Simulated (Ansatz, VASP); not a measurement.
# YGaF4 in VASP and in Ansatz

```
CELL_PARAMETERS angstrom
3.94334 -4.19052 0.00000
3.94334 4.19052 0.00000
0.00000 0.00000 3.59260
ATOMIC_POSITIONS crystal
Y 0.50000 0.50000 0.50000
Ga 0.00000 0.00000 0.00000
F 0.65991 0.34009 0.00000
F 0.34009 0.65991 0.00000
F 0.77208 0.77208 0.50000
F 0.22792 0.22792 0.50000
```

Alike in both runs: functional PBE; k mesh 4 × 4 × 6; occupations gaussian, width 0.02 eV; no spin polarisation.

Ansatz relaxed the structure, and its values are those at the end. VASP's run is a single point on that final structure, the one shown.

|  | VASP | Ansatz |
| --- | --- | --- |
| version | VASP 6.6.1 | Ansatz 0.2.0 |
| potentials or method | VASP PAW PBE potentials, release 64 (Y_sv, Ga_d, F), cutoff 520 eV | scalar-relativistic, plane waves, PAW |
| valence electrons in the cell | 52 | 52 |

Ansatz gave:

| Item | Value |
| --- | --- |
| gap on the k mesh at the Fermi level (eV) | 3.82 |
| least direct gap on the mesh (eV) | 3.90 |
| pressure (GPa) | 0.0 |
| rms of the force components (eV/Å) | 0.001 |

Problem. What did VASP give for the same quantities?

Solution. gap on the k mesh at the Fermi level (eV): 3.81; least direct gap on the mesh (eV): 3.90; pressure (GPa): -0.1; rms of the force components (eV/Å): 0.006.
